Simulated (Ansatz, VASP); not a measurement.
## Al in VASP and in Ansatz

```xyz
1
Lattice="0.0569 2.0240 2.0240 2.0809 0.0000 2.0809 2.0240 2.0240 0.0569" Properties=species:S:1:pos:R:3 pbc="T T T"
Al    0.0000    0.0000    0.0000
```

Change from the starting cell: strain +0.0562 x Voigt [0, 0, 0, 0, 1, 0], atoms carried along.

Alike in both runs: task single point; functional PBEsol; k mesh 20 × 20 × 20; occupations gaussian, width 0.15 eV; no spin polarisation.

|  | VASP | Ansatz |
| --- | --- | --- |
| version | VASP 6.6.1 | Ansatz 0.2.0 |
| potentials or method | VASP PAW PBE potentials, release 64 (Al), cutoff 520 eV | scalar-relativistic, plane waves, PAW |
| valence electrons in the cell | 3 | 3 |

VASP gave:

| Quantity | Value |
| --- | --- |
| gap on the k mesh at the Fermi level (eV) | none |
| pressure (GPa) | -1.6 |
| traceless stress, the component that is largest in VASP (GPa) | -1.78 |

Problem. What did Ansatz give for the same quantities?

Solution. gap on the k mesh at the Fermi level (eV): none; pressure (GPa): -1.6; traceless stress, the component that is largest in VASP (GPa): -1.77.

VASP's potentials were made for PBE, not for PBEsol. A gap of «none» marks a metal or a gap that the smearing closes.
